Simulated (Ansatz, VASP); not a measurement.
**Mo in VASP and in Ansatz**

```xyz
1
Lattice="2.8039 0.0000 0.0000 -1.4019 2.3098 0.0000 0.0000 0.0000 2.5552" Properties=species:S:1:pos:R:3 pbc="T T T"
Mo    0.0000    0.0000    1.2776
```

Change from the starting cell: strain +0.0250 x Voigt [1, -1, 0, 0, 0, 0], atoms carried along.

Alike in both runs: task single point; functional PBE; k mesh 21 × 21 × 18; occupations gaussian, width 0.15 eV; no spin polarisation.

|  | VASP | Ansatz |
| --- | --- | --- |
| version | VASP 6.6.1 | Ansatz 0.2.0 |
| potentials or method | VASP PAW PBE potentials, release 64 (Mo_sv), cutoff 520 eV | scalar-relativistic, plane waves, PAW |
| valence electrons in the cell | 14 | 14 |

Ansatz gave:

| Item | Value |
| --- | --- |
| gap on the k mesh at the Fermi level (eV) | none |
| pressure (GPa) | 3.8 |
| traceless stress, the component that is largest in VASP (GPa) | -5.77 |

**Question.** Which values does VASP return?

**Answer.** gap on the k mesh at the Fermi level (eV): none; pressure (GPa): 4.3; traceless stress, the component that is largest in VASP (GPa): -5.67.

A gap of «none» marks a metal or a gap that the smearing closes.
